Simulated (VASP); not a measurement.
# V (P-1) in VASP: further runs

V is run at these levels: PBE; tasks: single point.

Everything below comes from runs of VASP 6.6.1. Logs are shortened: lines on timing, memory, paths and dates and some standing lists are left out, and cuts for length are marked.

## Step 1: The cell of the first run

The typed cell holds 1 atom: a = 2.703 Å, b = 2.670 Å, c = 2.405 Å, α = 113.75°, β = 107.43°, γ = 104.79°.

## Step 2: Single point, PBE

INCAR

```
  PREC = Accurate
  ENCUT = 520
  EDIFF = 1E-7
  ISMEAR = -1
  SIGMA = 0.05
  LREAL = F
  LASPH = T
  NELM = 60
  ALGO = Fast
  ISIF = 2
  LWAVE = F
  LCHARG = F
  GGA = PE
  NBANDS = 12
```

KPOINTS

```
regular mesh
0
Gamma
  11 12 13
```

POSCAR

```
V
1.0
   -1.3777151500      1.6411906100      1.6479345300
    1.5049757200     -1.4912590400      1.6252635300
    1.2725458600      1.3860897500     -1.4980029600
V
1
Direct
    0.0000000000      0.0000000000      0.0000000000
```

Potentials or basis: VASP PAW PBE potentials, release 64 (V_sv).

Started as:

```bash
$ cat potpaw_PBE.64/V_sv/POTCAR > POTCAR
$ mpirun -np 1 vasp_std > vasp.out
```

OUTCAR:

```text
PREC = Accurate
   ENCUT = 520
   EDIFF = 1E-7
   ISMEAR = -1
   LREAL = F
   LASPH = T
   NELM = 60
   ISIF = 2
   GGA = PE

 ion  position               nearest neighbor table
   1  0.000  0.000  0.000-

  LATTYP: Found a triclinic cell.
 ALAT       =     3.2791005273
 B/A-ratio  =     1.2970000195
 C/A-ratio  =     0.8243726133
 COS(alpha) =     0.0090842405
 COS(beta)  =     0.6165063658
 COS(gamma) =     0.7042340772

  Lattice vectors:

 A1 = (  -0.1272605700,  -0.1499315700,  -3.2731980600)
 A2 = (  -0.2324298600,   2.8773487900,  -3.1232664900)
 A3 = (   1.3777151500,  -1.6411906100,  -1.6479345300)

Analysis of symmetry for initial positions (statically):
=====================================================================
 Subroutine PRICEL returns:
 Original cell was already a primitive cell.

 Routine SETGRP: Setting up the symmetry group for a
 triclinic supercell.

 Subroutine GETGRP returns: Found  2 space group operations
 (whereof  2 operations were pure point group operations)
 out of a pool of  2 trial point group operations.

The static configuration has the point symmetry S_2 .

Analysis of symmetry for dynamics (positions and initial velocities):
=====================================================================
 Subroutine PRICEL returns:
 Original cell was already a primitive cell.

 Routine SETGRP: Setting up the symmetry group for a
 triclinic supercell.

 Subroutine GETGRP returns: Found  2 space group operations
 (whereof  2 operations were pure point group operations)
 out of a pool of  2 trial point group operations.

The dynamic configuration has the point symmetry S_2 .

 Subroutine INISYM returns: Found  2 space group operations
 (whereof  2 operations are pure point group operations),
 and found     1 'primitive' translations

----------------------------------------------------------------------------------------

                                     Primitive cell

  volume of cell :      13.6852

  direct lattice vectors                    reciprocal lattice vectors
    -1.377715150  1.641190610  1.647934530    -0.001377445  0.315864549  0.291096722
     1.504975720 -1.491259040  1.625263530     0.346555517 -0.002429691  0.292148968
     1.272545860  1.386089750 -1.498002960     0.374481305  0.344842583 -0.030355479

  length of vectors
     2.703200671  2.670259722  2.405125907     0.429545821  0.453274364  0.509974616

  position of ions in fractional coordinates (direct lattice)
     0.000000000  0.000000000  0.000000000

  ion indices of the primitive-cell ions
   primitive index   ion index
                 1           1

----------------------------------------------------------------------------------------

 KPOINTS: regular mesh

Automatic generation of k-mesh.
 Grid dimensions read from file:
 generate k-points for:   11   12   13

 Generating k-lattice:

  Cartesian coordinates                     Fractional coordinates (reciprocal lattice)
    -0.000125222  0.028714959  0.026463338     0.090909091  0.000000000 -0.000000000
     0.028879626 -0.000202474  0.024345747     0.000000000  0.083333333 -0.000000000
     0.028806254  0.026526353 -0.002335037    -0.000000000  0.000000000  0.076923077

  Length of vectors
     0.039049620  0.037772864  0.039228817

  Shift w.r.t. Gamma in fractional coordinates (k-lattice)
     0.000000000  0.000000000  0.000000000

 Subroutine IBZKPT returns following result:
 ===========================================

 Found    859 irreducible k-points:

 Following reciprocal coordinates:
            Coordinates               Weight
  0.000000  0.000000  0.000000      1.000000
  0.090909  0.000000 -0.000000      2.000000
  0.181818 -0.000000  0.000000      2.000000
  0.272727 -0.000000  0.000000      2.000000
  0.363636 -0.000000  0.000000      2.000000
  0.454545  0.000000  0.000000      2.000000
[... 16 lines left out ...]
  0.454545  0.166667 -0.000000      2.000000
 -0.454545  0.166667  0.000000      2.000000
 [... further k-points ...]
   k-points           NKPTS =    859   k-points in BZ     NKDIM =    859   number of bands    NBANDS=     12
   number of dos      NEDOS =    301   number of ions     NIONS =      1
   total plane-waves  NPLWV =   7200
   dimension x,y,z NGX =    20 NGY =   20 NGZ =   18
   dimension x,y,z NGXF=    40 NGYF=   40 NGZF=   36
   ions per type =               1
   NGX,Y,Z   is equivalent  to a cutoff of  12.30, 12.45, 12.44 a.u.
   NGXF,Y,Z  is equivalent  to a cutoff of  24.60, 24.90, 24.88 a.u.
 SYSTEM =  unknown system
   PREC   = accura    normal or accurate (medium, high low for compatibility)
   ISTART =      0    job   : 0-new  1-cont  2-samecut
   ICHARG =      2    charge: 1-file 2-atom 10-const
   ISPIN  =      1    spin polarized calculation?
   LNONCOLLINEAR =      F non collinear calculations
   LSORBIT =      F    spin-orbit coupling
   LASPH  =      T    aspherical Exc in radial PAW
   ENCUT  =  520.0 eV  38.22 Ry    6.18 a.u.   5.03  4.96  4.47*2*pi/ulx,y,z
   NELM   =     60;   NELMIN=  2; NELMDL= -5     # of ELM steps
   EDIFF  = 0.1E-06   stopping-criterion for ELM
   LREAL  =      F    real-space projection
   EDIFFG = 0.1E-05   stopping-criterion for IOM
   NSW    =      0    number of steps for IOM
   IBRION =     -1    ionic relax: 0-MD 1-quasi-New 2-CG
   NFREE  =      0    steps in history (QN), initial steepest desc. (CG)
   ISIF   =      2    stress and relaxation
   ISYM   =      2    0-nonsym 1-usesym 2-fastsym
   POTIM  = 0.5000    time-step for ionic-motion
   TEBEG  =    0.0;   TEEND  =   0.0 temperature during run
   PSTRESS=    0.0 pullay stress
   NELECT =      13.0000    total number of electrons
   NUPDOWN=      -1.0000    fix difference up-down
   EMIN   =  10.00;   EMAX   =-10.00  energy-range for DOS
   EFERMI =   0.00;   METHOD = LEGACY
   ISMEAR =    -1;   SIGMA  =   0.05  broadening in eV -4-tet -1-fermi 0-gaus
   EFERMI_NEDOS =   21; number of points for ismear=-14 and -15
   IALGO  =     68    algorithm
   IMIX   =      4    mixing-type and parameters
     AMIX     =   0.40;   BMIX     =  1.00
     AMIX_MAG =   1.60;   BMIX_MAG =  1.00
  volume/ion in A,a.u.               =      13.69        92.35
  Fermi-wavevector in a.u.,A,eV,Ry     =   1.609306  3.041147 35.237248  2.589865
  Thomas-Fermi vector in A             =   2.705037
   LORBIT       =      0    0 simple, 1 ext, 2 COOP (PROOUT), +10 PAW based schemes
   GGA     = PE    functional components
   LHFCALC =     F    Hartree Fock is set to
   AEXX    =    0.0000 exact exchange contribution
   IVDW    =     0    specifies the selected vdW correction
   LEPSILON=     F    determine dielectric tensor
   LRPA    =     F    only Hartree local field effects (RPA)
 non-spin polarized calculation
 RMM-DIIS sequential band-by-band and
  energy-cutoff  :      520.00
  volume of cell :       13.69
 maximum number of plane-waves:       377
   NGX =  9   NGY =  9   NGZ =  9

 number of electron      13.0000001 magnetization

 Free energy of the ion-electron system (eV)
  ---------------------------------------------------
  ext. energy  EPLUGINS =         0.00000000
  ---------------------------------------------------
  free energy    TOTEN  =        -8.92389224 eV

  energy without entropy =       -8.91200183  energy(sigma->0) =       -8.91794703

 E-fermi :   9.6445     XC(G=0): -12.7992

 val. band max:        9.6399811808   @ k =  -0.4545   0.1667   0.4615
 cond. band min:       9.6468042797   @ k =   0.4545   0.2500   0.3077
 fundamental gap:      0.0068230989
 Fermi energy:         9.6445448603

 k-point     1 :       0.0000    0.0000    0.0000
  band No.  band energies     occupation
      1     -54.2232      2.00000
      2     -27.6994      2.00000
      3     -27.5845      2.00000
      4     -27.2410      2.00000
      5       2.9905      2.00000
      6       8.9190      2.00000
      7       9.8138      0.06551
      8      10.7538      0.00000
      9      11.6227      0.00000
     10      12.5805      0.00000
     11      27.4082      0.00000
     12      30.4507      0.00000

 k-point     2 :       0.0909    0.0000   -0.0000
  band No.  band energies     occupation
      1     -54.2140      2.00000
      2     -27.7528      2.00000
      3     -27.5946      2.00000
      4     -27.2425      2.00000
      5       3.2630      2.00000
      6       8.8987      2.00000
      7       9.7141      0.39854
      8      10.8816      0.00000
      9      11.6056      0.00000
     10      12.5664      0.00000
     11      26.8357      0.00000
     12      30.1253      0.00000

 k-point     3 :       0.1818   -0.0000    0.0000
  band No.  band energies     occupation
      1     -54.1891      2.00000
      2     -27.8971      2.00000
      3     -27.6196      2.00000
      4     -27.2461      2.00000
      5       4.0252      2.00000
      6       8.8317      2.00000
      7       9.4408      1.96661
      8      11.2829      0.00000
      9      11.5869      0.00000
     10      12.5480      0.00000
     11      24.9278      0.00000
     12      29.3720      0.00000
[... 286 lines left out ...]
 k-point    23 :       0.4545    0.1667   -0.0000
  band No.  band energies     occupation
      1     -54.0894      2.00000
      2     -28.2983      2.00000
      3     -27.8473      2.00000
      4     -27.2793      2.00000
      5       7.0410      2.00000
      6       8.5219      2.00000
      7       8.8998      2.00000
      8      11.9545      0.00000
      9      12.7196      0.00000
     10      14.3195      0.00000
     11      17.9476      0.00000
     12      23.9746      0.00000

 k-point    24 :      -0.4545    0.1667    0.0000
  band No.  band energies     occupation
      1     -54.1020      2.00000
      2     -28.2384      2.00000
      3     -27.8208      2.00000
      4     -27.2814      2.00000
      5       6.7560      2.00000
      6       8.3901      2.00000
      7       8.7702      2.00000
      8      11.9520      0.00000
      9      12.7148      0.00000
     10      13.4585      0.00000
     11      19.6495      0.00000
     12      24.6303      0.00000

 [... further k-points ...]

------------------------ aborting loop because EDIFF is reached ----------------------------------------

  FORCE on cell =-STRESS in cart. coord.  units (eV):
  Direction    XX          YY          ZZ          XY          YZ          ZX
  --------------------------------------------------------------------------------------
  -------------------------------------------------------------------------------------
  Total        0.6586639     -0.1310768     -0.7855420     -0.0377769     -0.2815233     -0.0932877
  in kB       77.1120427    -15.3456133    -91.9660926     -4.4226755    -32.9588921    -10.9215103
  external PRESSURE =     -10.0665544 kB  Pullay stress =       0.0000000 kB

 VOLUME and BASIS-vectors are now :
 -----------------------------------------------------------------------------
  energy-cutoff  :      520.00
  volume of cell :       13.69
      direct lattice vectors                 reciprocal lattice vectors
    -1.377715150  1.641190610  1.647934530    -0.001377445  0.315864549  0.291096722
     1.504975720 -1.491259040  1.625263530     0.346555517 -0.002429691  0.292148968
     1.272545860  1.386089750 -1.498002960     0.374481305  0.344842583 -0.030355479

 POSITION                                       TOTAL-FORCE (eV/Angst)
 -----------------------------------------------------------------------------------
      0.00000      0.00000      0.00000         0.000000     -0.000000     -0.000000
 -----------------------------------------------------------------------------------
    total drift:                                0.000000     -0.000000      0.000000

  FREE ENERGIE OF THE ION-ELECTRON SYSTEM (eV)
  ---------------------------------------------------
  free  energy   TOTEN  =        -8.9238922360 eV

  energy  without entropy=       -8.9120018286  energy(sigma->0) =       -8.91794703
```

Wall time 77 s (1 thread of Intel Xeon Platinum 8375C at 2.90GHz (Ice Lake), shared host); peak memory 0.24 GiB.

Results:

* Free energy: -8.9239 eV
* Pressure: -1.0 GPa

Levels at points of the mesh, in eV from the Fermi level:
```csv
k point,band 5,band 6,band 7,band 8,band 9,band 10
"(0.00, 0.00, 0.00)",-6.65,-0.73,0.17,1.11,1.98,2.94
"(0.00, 0.50, 0.00)",-3.25,-1.48,0.89,2.35,3.21,3.67
```

## Step 3: Single point, PBE, collinear spin, ferromagnetic start

INCAR

```
  PREC = Accurate
  ENCUT = 520
  EDIFF = 1E-7
  ISMEAR = -1
  SIGMA = 0.05
  LREAL = False
  LASPH = True
  NELM = 150
  ALGO = Normal
  ISIF = 2
  LWAVE = False
  LCHARG = False
  ISPIN = 2
  MAGMOM = 2
  LORBIT = 11
  LMAXMIX = 4
  GGA = PE
  NBANDS = 16
```

KPOINTS

```
Automatic mesh
0
Gamma
  11 12 13
```

POSCAR is that of step 2.

Potentials or basis: VASP PAW PBE potentials, release 64 (V_sv).

Started as:

```bash
$ cat potpaw_PBE.64/V_sv/POTCAR > POTCAR
$ mpirun -np 1 vasp_std > vasp.out
```

OUTCAR:

```text
PREC = Accurate
   ENCUT = 520
   EDIFF = 1E-7
   ISMEAR = -1
   LREAL = False
   LASPH = True
   NELM = 150
   ISIF = 2
   ISPIN = 2
   LORBIT = 11
   GGA = PE

 ion  position               nearest neighbor table
   1  0.000  0.000  0.000-

  LATTYP: Found a triclinic cell.
 ALAT       =     3.2791005273
 B/A-ratio  =     1.2970000195
 C/A-ratio  =     0.8243726133
 COS(alpha) =     0.0090842405
 COS(beta)  =     0.6165063658
 COS(gamma) =     0.7042340772
[... 1125 lines left out ...]
  --------------------------------------------------------------------------------------
  -------------------------------------------------------------------------------------
  Total        0.6578080     -0.1322099     -0.7865804     -0.0377516     -0.2817347     -0.0933273
  in kB       77.0118384    -15.4782661    -92.0876634     -4.4197106    -32.9836527    -10.9261513
  external PRESSURE =     -10.1846971 kB  Pullay stress =       0.0000000 kB

 VOLUME and BASIS-vectors are now :
 -----------------------------------------------------------------------------
  energy-cutoff  :      520.00
  volume of cell :       13.69
      direct lattice vectors                 reciprocal lattice vectors
    -1.377715150  1.641190610  1.647934530    -0.001377445  0.315864549  0.291096722
     1.504975720 -1.491259040  1.625263530     0.346555517 -0.002429691  0.292148968
     1.272545860  1.386089750 -1.498002960     0.374481305  0.344842583 -0.030355479

 POSITION                                       TOTAL-FORCE (eV/Angst)
 -----------------------------------------------------------------------------------
      0.00000      0.00000      0.00000        -0.000000      0.000000     -0.000000
 -----------------------------------------------------------------------------------
    total drift:                                0.000000     -0.000000      0.000000

  FREE ENERGIE OF THE ION-ELECTRON SYSTEM (eV)
  ---------------------------------------------------
  free  energy   TOTEN  =        -8.9238922299 eV

  energy  without entropy=       -8.9120018644  energy(sigma->0) =       -8.91794705

 total charge

# of ion       s       p       d       tot
------------------------------------------
    1        2.339   6.214   3.107  11.659

 magnetization (x)

# of ion       s       p       d       tot
------------------------------------------
    1        0.000   0.000   0.000   0.000
```

OSZICAR:

```text
N       E                     dE             d eps       ncg     rms          rms(c)
DAV:   1     0.937642609548E+02    0.93764E+02   -0.64997E+03 55512   0.890E+02
DAV:   2    -0.808830345530E+01   -0.10185E+03   -0.97629E+02 59648   0.271E+02
DAV:   3    -0.962551939610E+01   -0.15372E+01   -0.15353E+01 63360   0.364E+01
DAV:   4    -0.963158614068E+01   -0.60667E-02   -0.60667E-02 64736   0.240E+00
DAV:   5    -0.963163965783E+01   -0.53517E-04   -0.53517E-04 64256   0.210E-01    0.196E+01
DAV:   6    -0.889796139671E+01    0.73368E+00   -0.16393E+00 57904   0.203E+01    0.306E+00
DAV:   7    -0.892077754606E+01   -0.22816E-01   -0.12588E-01 64120   0.346E+00    0.238E+00
DAV:   8    -0.892664474865E+01   -0.58672E-02   -0.71807E-03 58280   0.101E+00    0.898E-01
DAV:   9    -0.892357954190E+01    0.30652E-02   -0.24445E-03 70136   0.547E-01    0.285E-01
DAV:  10    -0.892386090967E+01   -0.28137E-03   -0.64908E-04 59944   0.276E-01    0.617E-02
DAV:  11    -0.892388464022E+01   -0.23731E-04   -0.72902E-05 60856   0.957E-02    0.253E-02
DAV:  12    -0.892389397089E+01   -0.93307E-05   -0.10064E-05 61600   0.336E-02    0.735E-03
DAV:  13    -0.892389299743E+01    0.97345E-06   -0.59049E-07 62744   0.647E-03    0.390E-03
DAV:  14    -0.892389222972E+01    0.76771E-06   -0.15965E-07 51416   0.328E-03    0.879E-04
DAV:  15    -0.892389222986E+01   -0.13870E-09   -0.69029E-09 28120   0.809E-04
   1 F= -.89238922E+01 E0= -.89179470E+01  d E =-.118904E-01  mag=     0.0000
```

Wall time 8.9 min (1 thread of Intel Xeon 8259CL, shared host); peak memory 0.36 GiB.

What came out:

* Free energy: -8.9239 eV
* Pressure: -1.0 GPa
* Net moment: 0.00 μB per cell
* Valence electrons inside the program's atomic spheres: V 11.66

Levels at points of the mesh, in eV from the Fermi level:
Spin up:
| k point | band 5 | band 6 | band 7 | band 8 | band 9 | band 10 |
| --- | --- | --- | --- | --- | --- | --- |
| (0.00, 0.00, 0.00) | -6.65 | -0.73 | 0.17 | 1.11 | 1.98 | 2.94 |
| (0.00, 0.50, 0.00) | -3.25 | -1.48 | 0.89 | 2.35 | 3.21 | 3.67 |
Spin down:
| k point | band 4 | band 5 | band 6 | band 7 | band 8 | band 9 | band 10 | band 11 |
| --- | --- | --- | --- | --- | --- | --- | --- | --- |
| (0.00, 0.00, 0.00) | -36.89 | -6.65 | -0.73 | 0.17 | 1.11 | 1.98 | 2.94 | 17.76 |
| (0.00, 0.50, 0.00) | -36.96 | -3.25 | -1.48 | 0.89 | 2.35 | 3.21 | 3.67 | 9.19 |

[end of part 1 of 2]
